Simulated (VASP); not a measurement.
Input of a VASP 6.6.1 run:

File INCAR:

```
ALGO = Normal ; EDIFF = 1E-8
ENCUT = 520 ; IBRION = 6
ISIF = 2 ; ISMEAR = 0
LASPH = True ; LCHARG = False
LMIXTAU = True ; LREAL = False
LWAVE = False ; METAGGA = R2SCAN
NBANDS = 11 ; NELM = 80
NFREE = 2 ; NSW = 1
POTIM = 0.015 ; PREC = Accurate
SIGMA = 0.01
```

KPOINTS

```
k-points
0
Gamma
  8 8 8
```

POSCAR

```
Si
1.0
    2.7220733657      2.7220733657      0.0000000000
   -2.7220733657      2.7220733657      0.0000000000
    0.0000000000      2.7220733657      2.7220733657
Si
2
Direct
    0.2500000000      0.7500000000      0.5000000000
    0.0000000000      0.0000000000      0.0000000000
```

Potentials or basis: VASP PAW PBE potentials, release 64 (Si).

Run with:

```bash
$ cat potpaw_PBE.64/Si/POTCAR > POTCAR
$ mpirun -np 1 vasp_std > vasp.out
```

Q: What does it give for the highest phonon frequency at Γ?

A: 518 cm⁻¹.

Phonon frequencies in cm⁻¹ (negative: imaginary):
| q point | frequencies |
| --- | --- |
| (0.000, 0.000, 0.000) | 0 0 0 518 518 518 |
